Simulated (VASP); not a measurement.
# W3C in VASP: notebook

W3C is run at these levels: PBEsol; tasks: single point.

Program: VASP 6.6.1. These are calculated values, not measurements. Logs are shortened: lines on timing, memory, paths and dates and some standing lists are left out, and cuts for length are marked.

## 1. The cell of the first run

The cell holds a slab with vacuum, 4 atoms: a = 2.732 Å, b = 2.732 Å, c = 21.316 Å, α = 90.00°, β = 90.00°, γ = 109.47°.

## 2. Single point, PBEsol

The input, INCAR:

```
PREC     = Accurate       # precision mode
ENCUT    = 520            # plane-wave cutoff, eV
EDIFF    = 1E-6           # SCF threshold, eV
ISMEAR   = 0              # smearing method
SIGMA    = 0.1            # smearing width, eV
LREAL    = False          # projectors in reciprocal space
LASPH    = True           # aspherical terms in the spheres
NELM     = 60             # most SCF steps
ALGO     = Normal         # electronic algorithm
ISIF     = 2              # what is computed and relaxed
LWAVE    = False          # write WAVECAR
LCHARG   = False          # write CHGCAR
LDIPOL   = True         
IDIPOL   = 3            
DIPOL    = 0.5 0.5 0.344
GGA      = PS             # functional
NBANDS   = 31             # bands
```

The input, KPOINTS:

```
regular mesh
0
Gamma
  10 10 1
```

The input, POSCAR:

```
W3C
1.0
    2.7317561349      0.0000000000      0.0000000000
   -0.9105853783      2.5755243833      0.0000000000
    0.0000000000      0.0000000000     21.3158546942
W C
3 1
Direct
    0.5000000000      0.5000000000      0.1876537468
    0.0000000000      0.0000000000      0.2888907691
    0.5000000000      0.5000000000      0.3901253228
    1.0000000000      1.0000000000      0.5088163177
```

Potentials or basis: VASP PAW PBE potentials, release 64 (W_sv, C).

Launch:

```bash
cat potpaw_PBE.64/W_sv/POTCAR potpaw_PBE.64/C/POTCAR > POTCAR
mpirun -np 1 vasp_std > vasp.out
```

OUTCAR:

```text
PREC = Accurate
   ENCUT = 520
   EDIFF = 1E-6
   ISMEAR = 0
   LREAL = False
   LASPH = True
   NELM = 60
   ISIF = 2
   GGA = PS

 ion  position               nearest neighbor table
   1  0.500  0.500  0.188-   2 2.67   2 2.67   2 3.10   2 3.10
   2  0.000  0.000  0.289-   3 2.67   3 2.67   1 2.67   1 2.67   3 3.10   3 3.10   1 3.10   1 3.10

   3  0.500  0.500  0.390-   2 2.67   2 2.67   2 3.10   2 3.10
   4  0.000  0.000  0.509-

  LATTYP: Found a base centered orthorhombic cell.
 ALAT       =     3.1543602796
 B/A-ratio  =     1.4142135624
 C/A-ratio  =     6.7575840439

  Lattice vectors:

 A1 = (   2.7317561349,   0.0000000000,   0.0000000000)
 A2 = (  -0.9105853783,   2.5755243833,   0.0000000000)
 A3 = (   0.0000000000,   0.0000000000,  21.3158546942)

Analysis of symmetry for initial positions (statically):
=====================================================================
 Subroutine PRICEL returns:
 Original cell was already a primitive cell.

 Routine SETGRP: Setting up the symmetry group for a
 base centered orthorhombic supercell.

 Subroutine GETGRP returns: Found  4 space group operations
 (whereof  4 operations were pure point group operations)
 out of a pool of  8 trial point group operations.

The static configuration has the point symmetry C_2v.

Analysis of symmetry for dynamics (positions and initial velocities):
=====================================================================
 Subroutine PRICEL returns:
 Original cell was already a primitive cell.

 Routine SETGRP: Setting up the symmetry group for a
 base centered orthorhombic supercell.

 Subroutine GETGRP returns: Found  4 space group operations
 (whereof  4 operations were pure point group operations)
 out of a pool of  8 trial point group operations.

The dynamic configuration has the point symmetry C_2v.

 Subroutine INISYM returns: Found  4 space group operations
 (whereof  4 operations are pure point group operations),
 and found     1 'primitive' translations

----------------------------------------------------------------------------------------

                                     Primitive cell

  volume of cell :     149.9721

  direct lattice vectors                    reciprocal lattice vectors
     2.731756135  0.000000000  0.000000000     0.366064887  0.129423482  0.000000000
    -0.910585378  2.575524383  0.000000000     0.000000000  0.388270446  0.000000000
     0.000000000  0.000000000 21.315854694     0.000000000  0.000000000  0.046913437

  length of vectors
     2.731756135  2.731756135 21.315854694     0.388270446  0.388270446  0.046913437

  position of ions in fractional coordinates (direct lattice)
     0.500000000  0.500000000  0.187653747
     0.000000000  0.000000000  0.288890769
     0.500000000  0.500000000  0.390125323
     0.000000000  0.000000000  0.508816318

  ion indices of the primitive-cell ions
   primitive index   ion index
                 1           1
                 2           2
                 3           3
                 4           4

----------------------------------------------------------------------------------------

 KPOINTS: regular mesh

Automatic generation of k-mesh.
 Grid dimensions read from file:
 generate k-points for:   10   10    1

 Generating k-lattice:

  Cartesian coordinates                     Fractional coordinates (reciprocal lattice)
     0.036606489  0.012942348  0.000000000     0.100000000  0.000000000  0.000000000
     0.000000000  0.038827045  0.000000000     0.000000000  0.100000000  0.000000000
     0.000000000  0.000000000  0.046913437     0.000000000  0.000000000  1.000000000

  Length of vectors
     0.038827045  0.038827045  0.046913437

  Shift w.r.t. Gamma in fractional coordinates (k-lattice)
     0.000000000  0.000000000  0.000000000

 Subroutine IBZKPT returns following result:
 ===========================================

 Found     31 irreducible k-points:

 Following reciprocal coordinates:
            Coordinates               Weight
  0.000000  0.000000  0.000000      1.000000
  0.100000 -0.000000  0.000000      4.000000
  0.200000 -0.000000  0.000000      4.000000
  0.300000 -0.000000  0.000000      4.000000
  0.400000 -0.000000  0.000000      4.000000
  0.500000  0.000000  0.000000      2.000000
[... 16 lines left out ...]
  0.300000  0.300000  0.000000      2.000000
  0.400000  0.300000  0.000000      4.000000
 [... further k-points ...]
   k-points           NKPTS =     31   k-points in BZ     NKDIM =     31   number of bands    NBANDS=     31
   number of dos      NEDOS =    301   number of ions     NIONS =      4
   total plane-waves  NPLWV =  64000
   dimension x,y,z NGX =    20 NGY =   20 NGZ =  160
   dimension x,y,z NGXF=    40 NGYF=   40 NGZF=  320
   ions per type =               3   1
   NGX,Y,Z   is equivalent  to a cutoff of  12.17, 12.17, 12.48 a.u.
   NGXF,Y,Z  is equivalent  to a cutoff of  24.34, 24.34, 24.96 a.u.
 SYSTEM =  unknown system
   PREC   = accura    normal or accurate (medium, high low for compatibility)
   ISTART =      0    job   : 0-new  1-cont  2-samecut
   ICHARG =      2    charge: 1-file 2-atom 10-const
   ISPIN  =      1    spin polarized calculation?
   LNONCOLLINEAR =      F non collinear calculations
   LSORBIT =      F    spin-orbit coupling
   LASPH  =      T    aspherical Exc in radial PAW
   ENCUT  =  520.0 eV  38.22 Ry    6.18 a.u.   5.08  5.08 39.63*2*pi/ulx,y,z
   NELM   =     60;   NELMIN=  2; NELMDL= -5     # of ELM steps
   EDIFF  = 0.1E-05   stopping-criterion for ELM
   LREAL  =      F    real-space projection
   EDIFFG = 0.1E-04   stopping-criterion for IOM
   NSW    =      0    number of steps for IOM
   IBRION =     -1    ionic relax: 0-MD 1-quasi-New 2-CG
   NFREE  =      0    steps in history (QN), initial steepest desc. (CG)
   ISIF   =      2    stress and relaxation
   ISYM   =      2    0-nonsym 1-usesym 2-fastsym
   POTIM  = 0.5000    time-step for ionic-motion
   TEBEG  =    0.0;   TEEND  =   0.0 temperature during run
   PSTRESS=    0.0 pullay stress
   NELECT =      46.0000    total number of electrons
   NUPDOWN=      -1.0000    fix difference up-down
   EMIN   =  10.00;   EMAX   =-10.00  energy-range for DOS
   EFERMI =   0.00;   METHOD = LEGACY
   ISMEAR =     0;   SIGMA  =   0.10  broadening in eV -4-tet -1-fermi 0-gaus
   EFERMI_NEDOS =   21; number of points for ismear=-14 and -15
   IALGO  =     38    algorithm
   IMIX   =      4    mixing-type and parameters
     AMIX     =   0.40;   BMIX     =  1.00
     AMIX_MAG =   1.60;   BMIX_MAG =  1.00
  volume/ion in A,a.u.               =      37.49       253.02
  Fermi-wavevector in a.u.,A,eV,Ry     =   1.104055  2.086361 16.584647  1.218937
  Thomas-Fermi vector in A             =   2.240522
   LORBIT       =      0    0 simple, 1 ext, 2 COOP (PROOUT), +10 PAW based schemes
   GGA     = PS    functional components
   LHFCALC =     F    Hartree Fock is set to
   AEXX    =    0.0000 exact exchange contribution
   IVDW    =     0    specifies the selected vdW correction
   LEPSILON=     F    determine dielectric tensor
   LRPA    =     F    only Hartree local field effects (RPA)
 non-spin polarized calculation
 Gauss-broadening in eV      SIGMA  =   0.10
  energy-cutoff  :      520.00
  volume of cell :      149.97
 maximum number of plane-waves:      4078
   NGX = 11   NGY = 11   NGZ = 79

 dipolmoment           0.000000      0.000000     -0.061932 electrons x Angstroem

 number of electron      46.0000009 magnetization

 dipolmoment           0.000000      0.000000      0.045579 electrons x Angstroem

 Free energy of the ion-electron system (eV)
  ---------------------------------------------------
  ext. energy  EPLUGINS =         0.00000000
  ---------------------------------------------------
  free energy    TOTEN  =       -42.77194214 eV

  energy without entropy =      -42.75464043  energy(sigma->0) =      -42.76329129

 E-fermi :   0.4454     XC(G=0):  -6.1457

 val. band max:        0.4086028171   @ k =   0.4000   0.1000   0.0000
 cond. band min:       0.4475584906   @ k =   0.5000   0.4000   0.0000
 fundamental gap:      0.0389556735
 Fermi energy:         0.4453882085

 k-point     1 :       0.0000    0.0000    0.0000
  band No.  band energies     occupation
      1     -73.7711      2.00000
      2     -73.6025      2.00000
      3     -73.4389      2.00000
      4     -38.4634      2.00000
      5     -37.9424      2.00000
      6     -37.6563      2.00000
[... 23 lines left out ...]
     30       3.1396      0.00000
     31       3.2798      0.00000

 k-point     2 :       0.1000   -0.0000    0.0000
  band No.  band energies     occupation
      1     -73.7633      2.00000
      2     -73.5956      2.00000
      3     -73.4335      2.00000
      4     -38.4354      2.00000
      5     -37.9771      2.00000
      6     -37.6704      2.00000
[... 23 lines left out ...]
     30       2.9136      0.00000
     31       3.2974      0.00000

 k-point     3 :       0.2000   -0.0000    0.0000
  band No.  band energies     occupation
      1     -73.7428      2.00000
      2     -73.5778      2.00000
      3     -73.4194      2.00000
      4     -38.3660      2.00000
      5     -38.0974      2.00000
      6     -37.7952      2.00000
[... 23 lines left out ...]
     30       3.1392      0.00000
     31       3.3286      0.00000

 k-point     4 :       0.3000   -0.0000    0.0000
  band No.  band energies     occupation
      1     -73.7173      2.00000
      2     -73.5555      2.00000
      3     -73.4021      2.00000
      4     -38.3319      2.00000
      5     -38.2983      2.00000
      6     -37.9968      2.00000
[... 635 lines left out ...]
     30       2.5608      0.00000
     31       2.8025      0.00000

 k-point    23 :       0.3000    0.3000    0.0000
  band No.  band energies     occupation
      1     -73.6709      2.00000
      2     -73.5122      2.00000
      3     -73.3648      2.00000
      4     -38.3192      2.00000
      5     -38.2321      2.00000
      6     -38.1427      2.00000
[... 23 lines left out ...]
     30       3.5153      0.00000
     31       3.5716      0.00000

 k-point    24 :       0.4000    0.3000    0.0000
  band No.  band energies     occupation
      1     -73.6597      2.00000
      2     -73.4992      2.00000
      3     -73.3500      2.00000
      4     -38.3654      2.00000
      5     -38.3262      2.00000
      6     -38.1755      2.00000
[... 23 lines left out ...]
     30       4.2117      0.00000
     31       4.3938      0.00000

 [... further k-points ...]

------------------------ aborting loop because EDIFF is reached ----------------------------------------

 vacuum level on the upper side and lower side of the slab       (xc-potential included)         0.459        -0.577

  FORCE on cell =-STRESS in cart. coord.  units (eV):
  Direction    XX          YY          ZZ          XY          YZ          ZX
  --------------------------------------------------------------------------------------
  -------------------------------------------------------------------------------------
  Total       -5.6815236     -5.8435654     -5.6631418     -0.2291617      0.0000000      0.0000000
  in kB      -60.6966962    -62.4278163    -60.5003207     -2.4481735      0.0000000      0.0000000
  external PRESSURE =     -61.2082777 kB  Pullay stress =       0.0000000 kB

 VOLUME and BASIS-vectors are now :
 -----------------------------------------------------------------------------
  energy-cutoff  :      520.00
  volume of cell :      149.97
      direct lattice vectors                 reciprocal lattice vectors
     2.731756135  0.000000000  0.000000000     0.366064887  0.129423482  0.000000000
    -0.910585378  2.575524383  0.000000000     0.000000000  0.388270446  0.000000000
     0.000000000  0.000000000 21.315854694     0.000000000  0.000000000  0.046913437

 POSITION                                       TOTAL-FORCE (eV/Angst)
 -----------------------------------------------------------------------------------
      0.91059      1.28776      4.00000        -0.000000      0.000000      0.025037
      0.00000      0.00000      6.15795        -0.000000      0.000000     -0.470875
      0.91059      1.28776      8.31585        -0.000000      0.000000      3.028765
      0.00000      0.00000     10.84585         0.000000      0.000000     -2.582927
 -----------------------------------------------------------------------------------
    total drift:                                0.000000      0.000000     -0.000046

  FREE ENERGIE OF THE ION-ELECTRON SYSTEM (eV)
  ---------------------------------------------------
  free  energy   TOTEN  =       -42.7719421380 eV

  energy  without entropy=      -42.7546404329  energy(sigma->0) =      -42.76329129

 vacuum level on the upper side and lower side of the slab         6.583         5.413
```

Run time: 3.2 min. Hardware: 1 thread of Intel Xeon Platinum 8259CL at 2.50GHz (Skylake/Cascade Lake), shared host; peak memory 0.3 GiB.

Results:

| Item | Value |
| --- | --- |
| Free energy | -42.7719 eV |
| Largest force | 3.029 eV/Å |
| Band gap on the k mesh | zero (bands 23 and 24 overlap by 1.40 eV) |

Forces on the atoms (eV/Å):
```
W    0.000  0.000  0.025
W    0.000  0.000 -0.471
W    0.000  0.000  3.029
C    0.000  0.000 -2.583
```

Levels at points of the mesh, in eV from the Fermi level:
| k point | band 20 | band 21 | band 22 | band 23 | band 24 | band 25 | band 26 | band 27 |
| --- | --- | --- | --- | --- | --- | --- | --- | --- |
| (0.00, 0.00, 0.00) | -1.40 | -1.32 | -1.06 | -0.67 | 0.25 | 1.77 | 1.86 | 1.88 |
| (0.50, 0.00, 0.00) | -2.75 | -1.40 | -0.74 | 0.80 | 1.65 | 2.07 | 2.28 | 2.58 |
| (0.50, 0.50, 0.00) | -2.10 | -0.34 | 0.32 | 0.61 | 0.82 | 1.30 | 1.57 | 2.53 |

Caveat: the PAW data sets were made with another functional, which shifts forces and pressure a little; spin-orbit coupling is left out, which moves the levels of the heavy elements.

(Continued in part 2 of 2.)

The gap in the log of VASP goes by the Fermi energy; the results here count the filled bands.